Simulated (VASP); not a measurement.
Input of a VASP 6.6.1 run:

The input INCAR:

```
PREC = Accurate ; ENCUT = 600
EDIFF = 1E-6 ; ISMEAR = -1
SIGMA = 0.05 ; LREAL = Auto
LASPH = True ; NELM = 120
ALGO = Normal ; ISIF = 2
LWAVE = False ; LCHARG = False
GGA = PS ; NBANDS = 166
GGA_COMPAT = False
```

Contents of KPOINTS:

```
Automatic mesh
0
Gamma
  1 1 1
  0.5 0.5 0.5
```

The input POSCAR:

```
MgTe
1.0
   12.8953643605      0.0000000000      0.0000000000
    0.0000000000     12.8953643605      0.0000000000
    0.0000000000      0.0000000000     12.8953643605
Mg Te
32 32
Direct
    0.0000000000      0.0000000000      0.0000000000
    0.0000000000      0.0000000000      0.5000000000
    0.0000000000      0.5000000000      0.0000000000
    0.0000000000      0.5000000000      0.5000000000
    0.5000000000      0.0000000000      0.0000000000
    0.5000000000      0.0000000000      0.5000000000
    0.5000000000      0.5000000000      0.0000000000
    0.5000000000      0.5000000000      0.5000000000
    0.2500000000      0.2500000000      0.0000000000
    0.2500000000      0.2500000000      0.5000000000
    0.2500000000      0.7500000000      0.0000000000
    0.2500000000      0.7500000000      0.5000000000
    0.7500000000      0.2500000000      0.0000000000
    0.7500000000      0.2500000000      0.5000000000
    0.7500000000      0.7500000000      0.0000000000
    0.7500000000      0.7500000000      0.5000000000
    0.2500000000      0.0000000000      0.2500000000
    0.2500000000      0.0000000000      0.7500000000
    0.2500000000      0.5000000000      0.2500000000
    0.2500000000      0.5000000000      0.7500000000
    0.7500000000      0.0000000000      0.2500000000
    0.7500000000      0.0000000000      0.7500000000
    0.7500000000      0.5000000000      0.2500000000
    0.7500000000      0.5000000000      0.7500000000
    0.0000000000      0.2500000000      0.2500000000
    0.0000000000      0.2500000000      0.7500000000
    0.0000000000      0.7500000000      0.2500000000
    0.0000000000      0.7500000000      0.7500000000
    0.5000000000      0.2500000000      0.2500000000
    0.5000000000      0.2500000000      0.7500000000
    0.5000000000      0.7500000000      0.2500000000
    0.5000000000      0.7500000000      0.7500000000
    0.1250000000      0.1250000000      0.1250000000
    0.1250000000      0.1250000000      0.6250000000
    0.1250000000      0.6250000000      0.1250000000
    0.1250000000      0.6250000000      0.6250000000
    0.6250000000      0.1250000000      0.1250000000
    0.6250000000      0.1250000000      0.6250000000
    0.6250000000      0.6250000000      0.1250000000
    0.6250000000      0.6250000000      0.6250000000
    0.3750000000      0.3750000000      0.1250000000
    0.3750000000      0.3750000000      0.6250000000
    0.3750000000      0.8750000000      0.1250000000
    0.3750000000      0.8750000000      0.6250000000
    0.8750000000      0.3750000000      0.1250000000
    0.8750000000      0.3750000000      0.6250000000
    0.8750000000      0.8750000000      0.1250000000
    0.8750000000      0.8750000000      0.6250000000
    0.3750000000      0.1250000000      0.3750000000
    0.3750000000      0.1250000000      0.8750000000
    0.3750000000      0.6250000000      0.3750000000
    0.3750000000      0.6250000000      0.8750000000
    0.8750000000      0.1250000000      0.3750000000
    0.8750000000      0.1250000000      0.8750000000
    0.8750000000      0.6250000000      0.3750000000
    0.8750000000      0.6250000000      0.8750000000
    0.1250000000      0.3750000000      0.3750000000
    0.1250000000      0.3750000000      0.8750000000
    0.1250000000      0.8750000000      0.3750000000
    0.1250000000      0.8750000000      0.8750000000
    0.6250000000      0.3750000000      0.3750000000
    0.6250000000      0.3750000000      0.8750000000
    0.6250000000      0.8750000000      0.3750000000
    0.6250000000      0.8750000000      0.8750000000
```

Potentials or basis: VASP PAW PBE potentials, release 64 (Mg, Te).

The run is started by

```console
$ cat potpaw_PBE.64/Mg/POTCAR potpaw_PBE.64/Te/POTCAR > POTCAR
$ mpirun -np 1 vasp_std > vasp.out
```

Question: What does it give for the band gap on the k mesh?

Answer: 3.61 eV.

Question: Estimate the pressure.

Answer: -0.1 GPa.

Caveat: the PAW data sets were made with another functional, which shifts forces and pressure a little; spin-orbit coupling is left out, which moves the levels of the heavy elements; a shifted mesh leaves out Γ, where band edges can lie. A k mesh can miss the band edges.
